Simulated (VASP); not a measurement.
# Ti5SiMo in VASP: a series of runs

The runs below take Ti5SiMo through single point, relaxation of cell and atoms, with PBE.

All numbers are computed with VASP 6.6.1; they aren't measurements. Logs are shortened: lines on timing, memory, paths and dates and some standing lists are left out, and cuts for length are marked.

**1. The cell of the first run**

Symmetry: P4/mmm, No. 123, tetragonal system. The conventional cell has a = 4.443 Å, b = 4.443 Å, c = 6.137 Å, α = 90.00°, β = 90.00°, γ = 90.00°. Ti (site symmetry 2mm) has 2 Si at 2.67 Å and 8 Ti at 2.73 to 3.19 Å and 2 Mo at 2.73 Å within 3.5 Å. Ti (site symmetry 4/mmm) has 8 Ti at 2.73 Å and 2 Si at 3.07 Å and 4 Mo at 3.14 Å within 3.6 Å. Si (site symmetry 4/mmm) has 10 Ti at 2.67 to 3.07 Å within 3.5 Å. Mo (site symmetry 4/mmm) has 12 Ti at 2.73 to 3.14 Å within 3.6 Å.

The cell was built from a structure type or drawn by symmetry, and may not be a known phase.

**2. Single point, PBE**

The input, INCAR:

```
SYSTEM = Ti5SiMo
  PREC = Accurate
  ENCUT = 520
  EDIFF = 1E-6
  ISMEAR = 0
  SIGMA = 0.2
  LREAL = .FALSE.
  LASPH = .TRUE.
  NELM = 80
  ALGO = Normal
  ISIF = 2
  LWAVE = .FALSE.
  LCHARG = .FALSE.
  GGA = PE
  NBANDS = 48
```

The input, KPOINTS:

```
regular mesh
0
G
  4 4 3
  0 0 0
```

The input, POSCAR:

```
Ti5SiMo
1.0
    4.4425972249      0.0000000000      0.0000000000
    0.0000000000      4.4425972249      0.0000000000
    0.0000000000      0.0000000000      6.1370227927
Ti Si Mo
5 1 1
Direct
    0.0000000000      0.5000000000      0.2599030209
    0.0000000000      0.5000000000      0.7400969791
    0.5000000000      0.0000000000      0.2599030209
    0.5000000000      0.0000000000      0.7400969791
    0.0000000000      0.0000000000      0.0000000000
    0.0000000000      0.0000000000      0.5000000000
    0.5000000000      0.5000000000      0.0000000000
```

Potentials or basis: VASP PAW PBE potentials, release 64 (Ti_sv, Si, Mo_sv).

Command:

```console
$ cat potpaw_PBE.64/Ti_sv/POTCAR potpaw_PBE.64/Si/POTCAR potpaw_PBE.64/Mo_sv/POTCAR > POTCAR
$ mpirun -np 1 vasp_std > vasp.out
```

OUTCAR:

```text
SYSTEM = Ti5SiMo
   PREC = Accurate
   ENCUT = 520
   EDIFF = 1E-6
   ISMEAR = 0
   LREAL = .FALSE.
   LASPH = .TRUE.
   NELM = 80
   ISIF = 2
   GGA = PE

 ion  position               nearest neighbor table
   1  0.000  0.500  0.260-   6 2.67   6 2.67   7 2.73   5 2.73   5 2.73   7 2.73
   2  0.000  0.500  0.740-   6 2.67   6 2.67   7 2.73   5 2.73   5 2.73   7 2.73
   3  0.500  0.000  0.260-   6 2.67   6 2.67   7 2.73   7 2.73   5 2.73   5 2.73
   4  0.500  0.000  0.740-   6 2.67   6 2.67   7 2.73   7 2.73   5 2.73   5 2.73
   5  0.000  0.000  0.000-   1 2.73   2 2.73   3 2.73   4 2.73   1 2.73   2 2.73   3 2.73   4 2.73
                             7 3.14   7 3.14   7 3.14   7 3.14
   6  0.000  0.000  0.500-   1 2.67   2 2.67   3 2.67   4 2.67   1 2.67   2 2.67   3 2.67   4 2.67

   7  0.500  0.500  0.000-   1 2.73   2 2.73   3 2.73   4 2.73   3 2.73   4 2.73   1 2.73   2 2.73
                             5 3.14   5 3.14   5 3.14   5 3.14

  LATTYP: Found a simple tetragonal cell.
 ALAT       =     4.4425972249
 C/A-ratio  =     1.3814042737

  Lattice vectors:

 A1 = (   4.4425972249,   0.0000000000,   0.0000000000)
 A2 = (   0.0000000000,   4.4425972249,   0.0000000000)
 A3 = (   0.0000000000,   0.0000000000,   6.1370227927)

Analysis of symmetry for initial positions (statically):
=====================================================================
 Subroutine PRICEL returns:
 Original cell was already a primitive cell.

 Routine SETGRP: Setting up the symmetry group for a
 simple tetragonal supercell.

 Subroutine GETGRP returns: Found 16 space group operations
 (whereof 16 operations were pure point group operations)
 out of a pool of 16 trial point group operations.

The static configuration has the point symmetry D_4h.

Analysis of symmetry for dynamics (positions and initial velocities):
=====================================================================
 Subroutine PRICEL returns:
 Original cell was already a primitive cell.

 Routine SETGRP: Setting up the symmetry group for a
 simple tetragonal supercell.

 Subroutine GETGRP returns: Found 16 space group operations
 (whereof 16 operations were pure point group operations)
 out of a pool of 16 trial point group operations.

The dynamic configuration has the point symmetry D_4h.

 Subroutine INISYM returns: Found 16 space group operations
 (whereof 16 operations are pure point group operations),
 and found     1 'primitive' translations

----------------------------------------------------------------------------------------

                                     Primitive cell

  volume of cell :     121.1244

  direct lattice vectors                    reciprocal lattice vectors
     4.442597225  0.000000000  0.000000000     0.225093554  0.000000000  0.000000000
     0.000000000  4.442597225  0.000000000     0.000000000  0.225093554  0.000000000
     0.000000000  0.000000000  6.137022793     0.000000000  0.000000000  0.162945460

  length of vectors
     4.442597225  4.442597225  6.137022793     0.225093554  0.225093554  0.162945460

  position of ions in fractional coordinates (direct lattice)
     0.000000000  0.500000000  0.259903021
     0.000000000  0.500000000  0.740096979
     0.500000000  0.000000000  0.259903021
     0.500000000  0.000000000  0.740096979
     0.000000000  0.000000000  0.000000000
     0.000000000  0.000000000  0.500000000
     0.500000000  0.500000000  0.000000000

  ion indices of the primitive-cell ions
   primitive index   ion index
                 1           1
                 2           2
                 3           3
                 4           4
                 5           5
                 6           6
                 7           7

----------------------------------------------------------------------------------------

 KPOINTS: regular mesh

Automatic generation of k-mesh.
 Grid dimensions read from file:
 generate k-points for:    4    4    3

 Generating k-lattice:

  Cartesian coordinates                     Fractional coordinates (reciprocal lattice)
     0.056273389  0.000000000  0.000000000     0.250000000  0.000000000  0.000000000
     0.000000000  0.056273389  0.000000000     0.000000000  0.250000000  0.000000000
     0.000000000  0.000000000  0.054315153     0.000000000  0.000000000  0.333333333

  Length of vectors
     0.056273389  0.056273389  0.054315153

  Shift w.r.t. Gamma in fractional coordinates (k-lattice)
     0.000000000  0.000000000  0.000000000

 Subroutine IBZKPT returns following result:
 ===========================================

 Found     12 irreducible k-points:

 Following reciprocal coordinates:
            Coordinates               Weight
  0.000000  0.000000  0.000000      1.000000
  0.250000  0.000000  0.000000      4.000000
  0.500000  0.000000  0.000000      2.000000
  0.250000  0.250000  0.000000      4.000000
  0.500000  0.250000  0.000000      4.000000
  0.500000  0.500000  0.000000      1.000000
  0.000000  0.000000  0.333333      2.000000
  0.250000  0.000000  0.333333      8.000000
  0.500000  0.000000  0.333333      4.000000
  0.250000  0.250000  0.333333      8.000000
  0.500000  0.250000  0.333333      8.000000
  0.500000  0.500000  0.333333      2.000000
   k-points           NKPTS =     12   k-points in BZ     NKDIM =     12   number of bands    NBANDS=     48
   number of dos      NEDOS =    301   number of ions     NIONS =      7
   total plane-waves  NPLWV =  62208
   dimension x,y,z NGX =    36 NGY =   36 NGZ =   48
   dimension x,y,z NGXF=    72 NGYF=   72 NGZF=   96
   ions per type =               5   1   1
   NGX,Y,Z   is equivalent  to a cutoff of  13.47, 13.47, 13.00 a.u.
   NGXF,Y,Z  is equivalent  to a cutoff of  26.94, 26.94, 26.01 a.u.
 SYSTEM =  Ti5SiMo
   PREC   = accura    normal or accurate (medium, high low for compatibility)
   ISTART =      0    job   : 0-new  1-cont  2-samecut
   ICHARG =      2    charge: 1-file 2-atom 10-const
   ISPIN  =      1    spin polarized calculation?
   LNONCOLLINEAR =      F non collinear calculations
   LSORBIT =      F    spin-orbit coupling
   LASPH  =      T    aspherical Exc in radial PAW
   ENCUT  =  520.0 eV  38.22 Ry    6.18 a.u.   8.26  8.26 11.41*2*pi/ulx,y,z
   NELM   =     80;   NELMIN=  2; NELMDL= -5     # of ELM steps
   EDIFF  = 0.1E-05   stopping-criterion for ELM
   LREAL  =      F    real-space projection
   EDIFFG = 0.1E-04   stopping-criterion for IOM
   NSW    =      0    number of steps for IOM
   IBRION =     -1    ionic relax: 0-MD 1-quasi-New 2-CG
   NFREE  =      0    steps in history (QN), initial steepest desc. (CG)
   ISIF   =      2    stress and relaxation
   ISYM   =      2    0-nonsym 1-usesym 2-fastsym
   POTIM  = 0.5000    time-step for ionic-motion
   TEBEG  =    0.0;   TEEND  =   0.0 temperature during run
   PSTRESS=    0.0 pullay stress
   NELECT =      78.0000    total number of electrons
   NUPDOWN=      -1.0000    fix difference up-down
   EMIN   =  10.00;   EMAX   =-10.00  energy-range for DOS
   EFERMI =   0.00;   METHOD = LEGACY
   ISMEAR =     0;   SIGMA  =   0.20  broadening in eV -4-tet -1-fermi 0-gaus
   EFERMI_NEDOS =   21; number of points for ismear=-14 and -15
   IALGO  =     38    algorithm
   IMIX   =      4    mixing-type and parameters
     AMIX     =   0.40;   BMIX     =  1.00
     AMIX_MAG =   1.60;   BMIX_MAG =  1.00
  volume/ion in A,a.u.               =      17.30       116.77
  Fermi-wavevector in a.u.,A,eV,Ry     =   1.413717  2.671538 27.192548  1.998596
  Thomas-Fermi vector in A             =   2.535334
   LORBIT       =      0    0 simple, 1 ext, 2 COOP (PROOUT), +10 PAW based schemes
   GGA     = PE    functional components
   LHFCALC =     F    Hartree Fock is set to
   AEXX    =    0.0000 exact exchange contribution
   IVDW    =     0    specifies the selected vdW correction
   LEPSILON=     F    determine dielectric tensor
   LRPA    =     F    only Hartree local field effects (RPA)
 non-spin polarized calculation
 Gauss-broadening in eV      SIGMA  =   0.20
  energy-cutoff  :      520.00
  volume of cell :      121.12
 maximum number of plane-waves:      3288
 NGX is ok and might be reduce to    36
   NGX = 17   NGY = 17   NGZ = 23

 number of electron      77.9999992 magnetization

 Free energy of the ion-electron system (eV)
  ---------------------------------------------------
  ext. energy  EPLUGINS =         0.00000000
  ---------------------------------------------------
  free energy    TOTEN  =       -56.50156158 eV

  energy without entropy =      -56.35858210  energy(sigma->0) =      -56.43007184

 E-fermi :   8.3608     XC(G=0): -11.4379

 val. band max:        8.3135509204   @ k =   0.5000   0.5000   0.3333
 cond. band min:       8.4098737482   @ k =   0.5000   0.0000   0.0000
 fundamental gap:      0.0963228278
 Fermi energy:         8.3608123582

 k-point     1 :       0.0000    0.0000    0.0000
  band No.  band energies     occupation
      1     -51.7042      2.00000
      2     -48.3406      2.00000
      3     -48.2995      2.00000
      4     -48.2910      2.00000
      5     -48.2669      2.00000
      6     -47.9974      2.00000
[... 40 lines left out ...]
     47      10.6711      0.00000
     48      10.6721      0.00000

 k-point     2 :       0.2500    0.0000    0.0000
  band No.  band energies     occupation
      1     -51.7036      2.00000
      2     -48.3321      2.00000
      3     -48.2961      2.00000
      4     -48.2947      2.00000
      5     -48.2716      2.00000
      6     -48.0020      2.00000
[... 40 lines left out ...]
     47      10.2387      0.00000
     48      10.3868      0.00000

 k-point     3 :       0.5000    0.0000    0.0000
  band No.  band energies     occupation
      1     -51.7030      2.00000
      2     -48.3186      2.00000
      3     -48.3061      2.00000
      4     -48.2831      2.00000
      5     -48.2831      2.00000
      6     -48.0067      2.00000
[... 40 lines left out ...]
     47       9.9557      0.00000
     48      10.2093      0.00000

 k-point     4 :       0.2500    0.2500    0.0000
  band No.  band energies     occupation
      1     -51.7031      2.00000
      2     -48.3249      2.00000
      3     -48.2994      2.00000
      4     -48.2912      2.00000
      5     -48.2749      2.00000
      6     -48.0070      2.00000
[... 40 lines left out ...]
     47      10.0406      0.00000
     48      10.2185      0.00000

 k-point     5 :       0.5000    0.2500    0.0000
  band No.  band energies     occupation
      1     -51.7025      2.00000
      2     -48.3133      2.00000
      3     -48.3070      2.00000
      4     -48.2830      2.00000
      5     -48.2830      2.00000
      6     -48.0121      2.00000
[... 40 lines left out ...]
     47      10.1711      0.00000
     48      10.2262      0.00000

 k-point     6 :       0.5000    0.5000    0.0000
  band No.  band energies     occupation
      1     -51.7019      2.00000
      2     -48.3078      2.00000
      3     -48.3078      2.00000
      4     -48.2829      2.00000
      5     -48.2829      2.00000
      6     -48.0177      2.00000
[... 40 lines left out ...]
     47       9.8116      0.00000
     48      10.6104      0.00000

 k-point     7 :       0.0000    0.0000    0.3333
  band No.  band energies     occupation
      1     -51.7042      2.00000
      2     -48.3311      2.00000
      3     -48.3100      2.00000
      4     -48.2866      2.00000
      5     -48.2714      2.00000
      6     -47.9965      2.00000
[... 40 lines left out ...]
     47      10.6226      0.00000
     48      11.0972      0.00000

 k-point     8 :       0.2500    0.0000    0.3333
  band No.  band energies     occupation
      1     -51.7036      2.00000
      2     -48.3232      2.00000
      3     -48.3044      2.00000
      4     -48.2915      2.00000
      5     -48.2763      2.00000
      6     -48.0013      2.00000
[... 40 lines left out ...]
     47      10.2177      0.00000
     48      10.2427      0.00000

 k-point     9 :       0.5000    0.0000    0.3333
  band No.  band energies     occupation
      1     -51.7030      2.00000
      2     -48.3100      2.00000
      3     -48.3025      2.00000
      4     -48.2922      2.00000
      5     -48.2867      2.00000
      6     -48.0061      2.00000
[... 40 lines left out ...]
     47       9.8115      0.00000
     48       9.8295      0.00000

 k-point    10 :       0.2500    0.2500    0.3333
  band No.  band energies     occupation
      1     -51.7031      2.00000
      2     -48.3167      2.00000
      3     -48.2999      2.00000
      4     -48.2949      2.00000
      5     -48.2795      2.00000
      6     -48.0065      2.00000
[... 40 lines left out ...]
     47      10.0881      0.00000
     48      10.1155      0.00000

 k-point    11 :       0.5000    0.2500    0.3333
  band No.  band energies     occupation
      1     -51.7025      2.00000
      2     -48.3061      2.00000
      3     -48.3028      2.00000
      4     -48.2904      2.00000
      5     -48.2872      2.00000
      6     -48.0118      2.00000
[... 40 lines left out ...]
     47       9.7943      0.00000
     48      10.0061      0.00000

 k-point    12 :       0.5000    0.5000    0.3333
  band No.  band energies     occupation
      1     -51.7019      2.00000
      2     -48.3031      2.00000
      3     -48.3031      2.00000
      4     -48.2876      2.00000
      5     -48.2876      2.00000
      6     -48.0177      2.00000
[... 40 lines left out ...]
     47       9.9465      0.00000
     48      10.0849      0.00000

------------------------ aborting loop because EDIFF is reached ----------------------------------------

  FORCE on cell =-STRESS in cart. coord.  units (eV):
  Direction    XX          YY          ZZ          XY          YZ          ZX
  --------------------------------------------------------------------------------------
  -------------------------------------------------------------------------------------
  Total       -0.1622486     -0.1622486     -0.0109623      0.0000000      0.0000000      0.0000000
  in kB       -2.1461492     -2.1461492     -0.1450048      0.0000000      0.0000000      0.0000000
  external PRESSURE =      -1.4791011 kB  Pullay stress =       0.0000000 kB

 VOLUME and BASIS-vectors are now :
 -----------------------------------------------------------------------------
  energy-cutoff  :      520.00
  volume of cell :      121.12
      direct lattice vectors                 reciprocal lattice vectors
     4.442597225  0.000000000  0.000000000     0.225093554  0.000000000  0.000000000
     0.000000000  4.442597225  0.000000000     0.000000000  0.225093554  0.000000000
     0.000000000  0.000000000  6.137022793     0.000000000  0.000000000  0.162945460

 POSITION                                       TOTAL-FORCE (eV/Angst)
 -----------------------------------------------------------------------------------
      0.00000      2.22130      1.59503         0.000000     -0.000000      0.003849
      0.00000      2.22130      4.54199        -0.000000     -0.000000     -0.003849
      2.22130      0.00000      1.59503         0.000000      0.000000      0.003849
      2.22130      0.00000      4.54199        -0.000000      0.000000     -0.003849
      0.00000      0.00000      0.00000        -0.000000     -0.000000      0.000000
      0.00000      0.00000      3.06851        -0.000000     -0.000000      0.000000
      2.22130      2.22130      0.00000        -0.000000     -0.000000      0.000000
 -----------------------------------------------------------------------------------
    total drift:                                0.000000      0.000000     -0.000000

  FREE ENERGIE OF THE ION-ELECTRON SYSTEM (eV)
  ---------------------------------------------------
  free  energy   TOTEN  =       -56.5015615762 eV

  energy  without entropy=      -56.3585820985  energy(sigma->0) =      -56.43007184
```

Wall time 1.7 min (1 thread of Intel Xeon Platinum 8259CL at 2.50GHz (Skylake/Cascade Lake), shared host); peak memory 0.26 GiB.

Results:

```
Free energy            : -56.5016 eV
Pressure               : -0.1 GPa
Largest force          : 0.004 eV/Å
Band gap on the k mesh : zero (bands 39 and 40 overlap by 0.57 eV)
```

Forces on the atoms (eV/Å):
```
Ti   0.000  0.000  0.004
Ti   0.000  0.000 -0.004
Ti   0.000  0.000  0.004
Ti   0.000  0.000 -0.004
Ti   0.000  0.000  0.000
Si   0.000  0.000  0.000
Mo   0.000  0.000  0.000
```

(Part 1 of 4 ends here.)
